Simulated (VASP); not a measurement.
Set up this calculation in VASP 6.6.1, as the native input.

- Task: relaxation of cell and atoms
- Functional: PBE
- Dispersion: D3(BJ)
- Potentials or basis: VASP PAW PBE potentials, release 64 (W_sv, S)
- Cutoff: 600 eV
- k mesh: 12 × 12 × 4
- Occupations: gaussian, width 0.02 eV
- Spin: no spin polarisation
- Dipole correction: no
- Further INCAR settings: ALGO = Normal; EDIFF = 1e-06; IBRION = 2; EDIFFG = -0.005; NSW = 100; ISIF = 3

The structure of WS2 lies in POSCAR:

```
WS2
1.0
    3.1913781500      0.0000000000      0.0000000000
   -1.5956890800      2.7638145500      0.0000000000
    0.0000000000      0.0000000000     12.4110269300
W S
2 4
Direct
    0.3333333300      0.6666666700      0.2500000000
    0.6666666700      0.3333333300      0.7500000000
    0.3333333300      0.6666666700      0.6230000000
    0.6666666700      0.3333333300      0.1230000000
    0.3333333300      0.6666666700      0.8770000000
    0.6666666700      0.3333333300      0.3770000000
```

The input as run:

INCAR

```
SYSTEM = WS2
  ALGO = Normal
  EDIFF = 1E-6
  EDIFFG = -0.005
  ENCUT = 600
  GGA = PE
  IBRION = 2
  ISIF = 3
  ISMEAR = 0
  IVDW = 12
  LASPH = .TRUE.
  LCHARG = .FALSE.
  LREAL = .FALSE.
  LWAVE = .FALSE.
  NELM = 100
  NSW = 100
  PREC = Accurate
  SIGMA = 0.02
```

KPOINTS

```
k-points
0
G
  12 12 4
  0 0 0
```

Potentials or basis: VASP PAW PBE potentials, release 64 (W_sv, S).

Launch:

```bash
$ cat potpaw_PBE.64/W_sv/POTCAR potpaw_PBE.64/S/POTCAR > POTCAR
$ mpirun -np 1 vasp_std > vasp.out
```

It gave:

* Relaxed volume: 17.43 Å³/atom
* Relaxed cell: a = 3.154 Å, b = 3.154 Å, c = 12.139 Å, α = 90.00°, β = 90.00°, γ = 120.00°
* Space group after relaxing (to 0.05 Å): P6_3/mmc (No. 194)
* Energy gained by relaxing: 7.4 meV/atom
* Ionic steps: 22
* Pressure after relaxing: 0.0 GPa
* Largest force after relaxing: 0.004 eV/Å
* Band gap on the k mesh: 0.91 eV, indirect (least direct gap 1.83 eV)
* Dispersion energy per atom: -0.435 eV

Caveat: spin-orbit coupling is left out, which moves the levels of the heavy elements.

It took 29 min on 1 thread of AMD EPYC 9R45 96-Core Processor (Zen 5) (shared host), peak memory 0.4 GiB.
